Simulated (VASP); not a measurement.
# GaN (P6_3mc) in VASP: relaxation of shape and atoms at fixed volume with PBEsol

Aim: the relaxation of shape and atoms at fixed volume of GaN with PBEsol.

All numbers are computed with VASP 6.6.1; they aren't measurements. Logs are shortened: lines on timing, memory, paths and dates and some standing lists are left out, and cuts for length are marked.

### Step 1. The cell of the first run

It takes space group P6_3mc (No. 186, hexagonal). Conventional cell: a = 3.140 Å, b = 3.140 Å, c = 5.115 Å, α = 90.00°, β = 90.00°, γ = 120.00°. Ga (site symmetry 3m) has 4 N at 1.92 to 1.93 Å within 2.5 Å. Within 2.5 Å of N (site symmetry 3m) lie 4 Ga at 1.92 to 1.93 Å.

### Step 2. Relaxation of shape and atoms at fixed volume, PBEsol (volume scaled by 0.960)

The input, INCAR:

```
SYSTEM = GaN
PREC = Accurate
ENCUT = 600
EDIFF = 1E-6
ISMEAR = 0
SIGMA = 0.05
LREAL = .False.
LASPH = .True.
NELM = 80
ALGO = Normal
ISIF = 4
LWAVE = .False.
LCHARG = .False.
GGA = PS
IBRION = 2
NSW = 60
EDIFFG = -0.01
```

The input, KPOINTS:

```
Automatic mesh
0
Gamma
  12 12 6
  0 0 0
```

The input, POSCAR:

```
GaN
1.0
    3.1397246657      0.0000000001      0.0000000000
   -1.5698623329      2.7190813213      0.0000000000
    0.0000000000      0.0000000000      5.1153248305
Ga N
2 2
Direct
    0.3333333333      0.6666666667     -0.0008066015
    0.6666666667      0.3333333333      0.4991933985
    0.3333333333      0.6666666667      0.3758066015
    0.6666666667      0.3333333333      0.8758066015
```

Potentials or basis: VASP PAW PBE potentials, release 64 (Ga_d, N).

Started as:

```sh
cat potpaw_PBE.64/Ga_d/POTCAR potpaw_PBE.64/N/POTCAR > POTCAR
mpirun -np 1 vasp_std > vasp.out
```

OUTCAR:

```text
SYSTEM = GaN
   PREC = Accurate
   ENCUT = 600
   EDIFF = 1E-6
   ISMEAR = 0
   LREAL = .False.
   LASPH = .True.
   NELM = 80
   ISIF = 4
   GGA = PS
   IBRION = 2
   NSW = 60
   EDIFFG = -0.01

 ion  position               nearest neighbor table
   1  0.333  0.667  0.999-   4 1.92   4 1.92   4 1.92   3 1.93
   2  0.667  0.333  0.499-   3 1.92   3 1.92   3 1.92   4 1.93
   3  0.333  0.667  0.376-   2 1.92   2 1.92   2 1.92   1 1.93
   4  0.667  0.333  0.876-   1 1.92   1 1.92   1 1.92   2 1.93

  LATTYP: Found a hexagonal cell.
 ALAT       =     3.1397246657
 C/A-ratio  =     1.6292272015

  Lattice vectors:

 A1 = (   3.1397246657,   0.0000000001,   0.0000000000)
 A2 = (  -1.5698623329,   2.7190813213,   0.0000000000)
 A3 = (   0.0000000000,   0.0000000000,   5.1153248305)

Analysis of symmetry for initial positions (statically):
=====================================================================
 Subroutine PRICEL returns:
 Original cell was already a primitive cell.

 Routine SETGRP: Setting up the symmetry group for a
 hexagonal supercell.

 Subroutine GETGRP returns: Found 12 space group operations
 (whereof  6 operations were pure point group operations)
 out of a pool of 24 trial point group operations.

The static configuration has the point symmetry C_3v.
 The point group associated with its full space group is C_6v.

Analysis of symmetry for dynamics (positions and initial velocities):
=====================================================================
 Subroutine PRICEL returns:
 Original cell was already a primitive cell.

 Routine SETGRP: Setting up the symmetry group for a
 hexagonal supercell.

 Subroutine GETGRP returns: Found 12 space group operations
 (whereof  6 operations were pure point group operations)
 out of a pool of 24 trial point group operations.

The dynamic configuration has the point symmetry C_3v.
 The point group associated with its full space group is C_6v.

 Subroutine INISYM returns: Found 12 space group operations
 (whereof  6 operations are pure point group operations),
 and found     1 'primitive' translations

----------------------------------------------------------------------------------------

                                     Primitive cell

  volume of cell :      43.6704

  direct lattice vectors                    reciprocal lattice vectors
     3.139724666  0.000000000  0.000000000     0.318499266  0.183885637  0.000000000
    -1.569862333  2.719081321  0.000000000    -0.000000000  0.367771273  0.000000000
     0.000000000  0.000000000  5.115324830     0.000000000  0.000000000  0.195491007

  length of vectors
     3.139724666  3.139724666  5.115324830     0.367771273  0.367771273  0.195491007

  position of ions in fractional coordinates (direct lattice)
     0.333333333  0.666666667  0.999193398
     0.666666667  0.333333333  0.499193398
     0.333333333  0.666666667  0.375806602
     0.666666667  0.333333333  0.875806602

  ion indices of the primitive-cell ions
   primitive index   ion index
                 1           1
                 2           2
                 3           3
                 4           4

----------------------------------------------------------------------------------------

 KPOINTS: Automatic mesh

Automatic generation of k-mesh.
 Grid dimensions read from file:
 generate k-points for:   12   12    6

 Generating k-lattice:

  Cartesian coordinates                     Fractional coordinates (reciprocal lattice)
     0.026541605  0.015323803  0.000000000     0.083333333  0.000000000  0.000000000
    -0.000000000  0.030647606  0.000000000     0.000000000  0.083333333  0.000000000
     0.000000000  0.000000000  0.032581834     0.000000000  0.000000000  0.166666667

  Length of vectors
     0.030647606  0.030647606  0.032581834

  Shift w.r.t. Gamma in fractional coordinates (k-lattice)
     0.000000000  0.000000000  0.000000000

 Subroutine IBZKPT returns following result:
 ===========================================

 Found     76 irreducible k-points:

 Following reciprocal coordinates:
            Coordinates               Weight
  0.000000  0.000000  0.000000      1.000000
  0.083333  0.000000  0.000000      6.000000
  0.166667  0.000000  0.000000      6.000000
  0.250000  0.000000  0.000000      6.000000
  0.333333  0.000000  0.000000      6.000000
  0.416667  0.000000  0.000000      6.000000
[... 16 lines left out ...]
  0.250000  0.000000  0.166667     12.000000
  0.333333  0.000000  0.166667     12.000000
 [... further k-points ...]
   k-points           NKPTS =     76   k-points in BZ     NKDIM =     76   number of bands    NBANDS=     22
   number of dos      NEDOS =    301   number of ions     NIONS =      4
   total plane-waves  NPLWV =  32928
   dimension x,y,z NGX =    28 NGY =   28 NGZ =   42
   dimension x,y,z NGXF=    56 NGYF=   56 NGZF=   84
   ions per type =               2   2
   NGX,Y,Z   is equivalent  to a cutoff of  14.83, 14.83, 13.65 a.u.
   NGXF,Y,Z  is equivalent  to a cutoff of  29.65, 29.65, 27.30 a.u.
 SYSTEM =  GaN
   PREC   = accura    normal or accurate (medium, high low for compatibility)
   ISTART =      0    job   : 0-new  1-cont  2-samecut
   ICHARG =      2    charge: 1-file 2-atom 10-const
   ISPIN  =      1    spin polarized calculation?
   LNONCOLLINEAR =      F non collinear calculations
   LSORBIT =      F    spin-orbit coupling
   LASPH  =      T    aspherical Exc in radial PAW
   ENCUT  =  600.0 eV  44.10 Ry    6.64 a.u.   6.27  6.27 10.22*2*pi/ulx,y,z
   NELM   =     80;   NELMIN=  2; NELMDL= -5     # of ELM steps
   EDIFF  = 0.1E-05   stopping-criterion for ELM
   LREAL  =      F    real-space projection
   EDIFFG = -.1E-01   stopping-criterion for IOM
   NSW    =     60    number of steps for IOM
   IBRION =      2    ionic relax: 0-MD 1-quasi-New 2-CG
   NFREE  =      1    steps in history (QN), initial steepest desc. (CG)
   ISIF   =      4    stress and relaxation
   ISYM   =      2    0-nonsym 1-usesym 2-fastsym
   POTIM  = 0.5000    time-step for ionic-motion
   TEBEG  =    0.0;   TEEND  =   0.0 temperature during run
   PSTRESS=    0.0 pullay stress
   NELECT =      36.0000    total number of electrons
   NUPDOWN=      -1.0000    fix difference up-down
   EMIN   =  10.00;   EMAX   =-10.00  energy-range for DOS
   EFERMI =   0.00;   METHOD = LEGACY
   ISMEAR =     0;   SIGMA  =   0.05  broadening in eV -4-tet -1-fermi 0-gaus
   EFERMI_NEDOS =   21; number of points for ismear=-14 and -15
   IALGO  =     38    algorithm
   IMIX   =      4    mixing-type and parameters
     AMIX     =   0.40;   BMIX     =  1.00
     AMIX_MAG =   1.60;   BMIX_MAG =  1.00
  volume/ion in A,a.u.               =      10.92        73.68
  Fermi-wavevector in a.u.,A,eV,Ry     =   1.535018  2.900763 32.059119  2.356279
  Thomas-Fermi vector in A             =   2.641865
   LORBIT       =      0    0 simple, 1 ext, 2 COOP (PROOUT), +10 PAW based schemes
   GGA     = PS    functional components
   LHFCALC =     F    Hartree Fock is set to
   AEXX    =    0.0000 exact exchange contribution
   IVDW    =     0    specifies the selected vdW correction
   LEPSILON=     F    determine dielectric tensor
   LRPA    =     F    only Hartree local field effects (RPA)
 conjugate gradient relaxation of ions
 non-spin polarized calculation
 Gauss-broadening in eV      SIGMA  =   0.05
  energy-cutoff  :      600.00
  volume of cell :       43.67
 maximum number of plane-waves:      1476
 NGX is ok and might be reduce to    28
   NGX = 13   NGY = 13   NGZ = 21

 number of electron      35.9999992 magnetization

 Free energy of the ion-electron system (eV)
  ---------------------------------------------------
  ext. energy  EPLUGINS =         0.00000000
  ---------------------------------------------------
  free energy    TOTEN  =       -26.22789138 eV

  energy without entropy =      -26.22789138  energy(sigma->0) =      -26.22789138

 E-fermi :   5.9453     XC(G=0): -12.1495

 val. band max:        5.6928744245   @ k =   0.0000   0.0000   0.0000
 cond. band min:       7.8575378687   @ k =   0.0000   0.0000   0.0000
 fundamental gap:      2.1646634442
 Fermi energy:         5.9452858554

 k-point     1 :       0.0000    0.0000    0.0000
  band No.  band energies     occupation
      1     -10.6886      2.00000
      2      -9.5845      2.00000
      3      -7.7565      2.00000
      4      -7.7395      2.00000
      5      -7.7395      2.00000
      6      -7.6682      2.00000
[... 14 lines left out ...]
     21      15.0414      0.00000
     22      15.7449      0.00000

 k-point     2 :       0.0833    0.0000    0.0000
  band No.  band energies     occupation
      1     -10.6122      2.00000
      2      -9.5626      2.00000
      3      -7.7502      2.00000
      4      -7.7278      2.00000
      5      -7.7187      2.00000
      6      -7.6599      2.00000
[... 14 lines left out ...]
     21      14.8325      0.00000
     22      15.2282      0.00000

 k-point     3 :       0.1667    0.0000    0.0000
  band No.  band energies     occupation
      1     -10.4014      2.00000
      2      -9.5081      2.00000
      3      -7.7232      2.00000
      4      -7.6993      2.00000
      5      -7.6634      2.00000
      6      -7.6236      2.00000
[... 14 lines left out ...]
     21      13.9411      0.00000
     22      14.7230      0.00000

 k-point     4 :       0.2500    0.0000    0.0000
  band No.  band energies     occupation
      1     -10.1138      2.00000
      2      -9.4469      2.00000
      3      -7.6945      2.00000
      4      -7.6709      2.00000
      5      -7.6047      2.00000
      6      -7.5495      2.00000
[... 14 lines left out ...]
     21      13.1340      0.00000
     22      14.3628      0.00000

 k-point     5 :       0.3333    0.0000    0.0000
  band No.  band energies     occupation
      1      -9.8406      2.00000
      2      -9.4013      2.00000
      3      -7.6819      2.00000
      4      -7.6565      2.00000
      5      -7.5684      2.00000
      6      -7.4919      2.00000
[... 14 lines left out ...]
     21      12.4174      0.00000
     22      14.3595      0.00000

 k-point     6 :       0.4167    0.0000    0.0000
  band No.  band energies     occupation
      1      -9.6606      2.00000
      2      -9.3786      2.00000
      3      -7.6849      2.00000
      4      -7.6535      2.00000
      5      -7.5501      2.00000
      6      -7.4944      2.00000
[... 14 lines left out ...]
     21      11.9015      0.00000
     22      14.5068      0.00000

 k-point     7 :       0.5000    0.0000    0.0000
  band No.  band energies     occupation
      1      -9.6002      2.00000
      2      -9.3730      2.00000
      3      -7.6884      2.00000
      4      -7.6536      2.00000
      5      -7.5431      2.00000
      6      -7.4983      2.00000
[... 324 lines left out ...]
      6      -7.6758      2.00000
[... 14 lines left out ...]
     21      14.8443      0.00000
     22      15.7748      0.00000

 k-point    21 :       0.0833    0.0000    0.1667
  band No.  band energies     occupation
      1     -10.5250      2.00000
      2      -9.6027      2.00000
      3      -7.7405      2.00000
      4      -7.7257      2.00000
      5      -7.7089      2.00000
      6      -7.6673      2.00000
[... 14 lines left out ...]
     21      14.5983      0.00000
     22      15.2206      0.00000

 k-point    22 :       0.1667    0.0000    0.1667
  band No.  band energies     occupation
      1     -10.3219      2.00000
      2      -9.5387      2.00000
      3      -7.7192      2.00000
      4      -7.6955      2.00000
      5      -7.6617      2.00000
      6      -7.6220      2.00000
[... 14 lines left out ...]
     21      13.8244      0.00000
     22      14.5290      0.00000

 k-point    23 :       0.2500    0.0000    0.1667
  band No.  band energies     occupation
      1     -10.0481      2.00000
      2      -9.4660      2.00000
      3      -7.6955      2.00000
      4      -7.6636      2.00000
      5      -7.6199      2.00000
      6      -7.5583      2.00000
[... 14 lines left out ...]
     21      13.0998      0.00000
     22      14.2375      0.00000

 k-point    24 :       0.3333    0.0000    0.1667
  band No.  band energies     occupation
      1      -9.7921      2.00000
      2      -9.4106      2.00000
      3      -7.6876      2.00000
      4      -7.6450      2.00000
      5      -7.5873      2.00000
      6      -7.5015      2.00000
[... 14 lines left out ...]
     21      12.8414      0.00000
     22      14.1797      0.00000

 [... further k-points ...]
[... 5 lines left out ...]
  --------------------------------------------------------------------------------------
  -------------------------------------------------------------------------------------
  Total        2.1526060      2.1526060      2.1592388      0.0000000      0.0000000      0.0000000
  in kB       78.9747294     78.9747294     79.2180727      0.0000000      0.0000000      0.0000000
  external PRESSURE =      79.0558439 kB  Pullay stress =       0.0000000 kB

 VOLUME and BASIS-vectors are now :
 -----------------------------------------------------------------------------
  energy-cutoff  :      600.00
  volume of cell :       43.67
      direct lattice vectors                 reciprocal lattice vectors
     3.139724666  0.000000000  0.000000000     0.318499266  0.183885637  0.000000000
    -1.569862333  2.719081321  0.000000000    -0.000000000  0.367771273  0.000000000
     0.000000000  0.000000000  5.115324830     0.000000000  0.000000000  0.195491007

 POSITION                                       TOTAL-FORCE (eV/Angst)
 -----------------------------------------------------------------------------------
     -0.00000      1.81272      5.11120         0.000000     -0.000000      0.007739
      1.56986      0.90636      2.55354         0.000000      0.000000      0.007739
     -0.00000      1.81272      1.92237         0.000000     -0.000000     -0.007739
      1.56986      0.90636      4.48004        -0.000000      0.000000     -0.007739
 -----------------------------------------------------------------------------------
    total drift:                               -0.000000     -0.000000     -0.000014

  FREE ENERGIE OF THE ION-ELECTRON SYSTEM (eV)
  ---------------------------------------------------
  free  energy   TOTEN  =       -26.2278913831 eV

  energy  without entropy=      -26.2278913831  energy(sigma->0) =      -26.22789138

 reached required accuracy - stopping structural energy minimisation
```

Wall time 57 s (1 thread of AMD EPYC 9R45 (Zen 5), shared host); peak memory 0.19 GiB.

Results:

```yaml
Free_energy: -26.2279 eV
Pressure_after_relaxing: 7.9 GPa
Largest_force_after_relaxing: 0.008 eV/Å
Band_gap_on_the_k_mesh: 2.16 eV, direct
```

Forces on the atoms (eV/Å):
```
Ga   0.000  0.000  0.008
Ga   0.000  0.000  0.008
N    0.000  0.000 -0.008
N    0.000  0.000 -0.008
```

Final structure:
```cif
data_structure
_symmetry_space_group_name_H-M 'P 1'
_symmetry_Int_Tables_number 1
_cell_length_a 3.1397
_cell_length_b 3.1397
_cell_length_c 5.1153
_cell_angle_alpha 90.000
_cell_angle_beta 90.000
_cell_angle_gamma 120.000
_cell_volume 43.67
loop_
_atom_site_label
_atom_site_type_symbol
_atom_site_fract_x
_atom_site_fract_y
_atom_site_fract_z
_atom_site_occupancy
Ga1 Ga 0.33333 0.66667 0.99919 1
Ga2 Ga 0.66667 0.33333 0.49919 1
N1 N 0.33333 0.66667 0.37581 1
N2 N 0.66667 0.33333 0.87581 1
```

Caveat: the relaxation stopped at its first step, so nothing moved; the PAW data sets were made with another functional, which shifts forces and pressure a little.
